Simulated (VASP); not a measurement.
# Al: single point with r2SCAN

Al:

```xyz
2
Lattice="2.8135 0.0000 0.0000 -1.4068 2.4366 0.0000 0.0000 0.0000 4.6757" Properties=species:S:1:pos:R:3 pbc="T T T"
Al    0.0000    1.6244    1.1689
Al    1.4068    0.8122    3.5068
```

This isn't the form of Al at room conditions, which is fcc.

| Quantity | Value |
| --- | --- |
| Program | VASP 6.6.1 |
| Task | single point |
| Functional | r2SCAN |
| Potentials or basis | VASP PAW PBE potentials, release 64 (Al) |
| Cutoff | 520 eV |
| k mesh | 19 × 19 × 10 |
| Occupations | gaussian, width 0.05 eV |
| Spin | no spin polarisation |
| Dipole correction | no |
| Further INCAR settings | ALGO = Normal; EDIFF = 1e-07; NBANDS = 10 |

- Pressure: -0.3 GPa
- Band gap on the k mesh: zero (bands 3 and 4 overlap by 7.62 eV)

Levels at points of the mesh, in eV from the Fermi level:
```csv
k point,band 1,band 2,band 3,band 4,band 5,band 6,band 7,band 8
"(0.00, 0.00, 0.00)",-12.08,-5.26,-4.83,11.86,11.86,12.02,12.02,12.66
"(0.00, 0.00, 0.50)",-10.30,-10.30,3.35,3.35,12.91,12.91,12.91,12.91
```

Wall time 3.2 min on 1 thread of AMD EPYC 9R45 96-Core Processor (Zen 5), on a shared host, peak memory 0.17 GiB.

Caveat: the PAW data sets were made with another functional, which shifts forces and pressure a little.
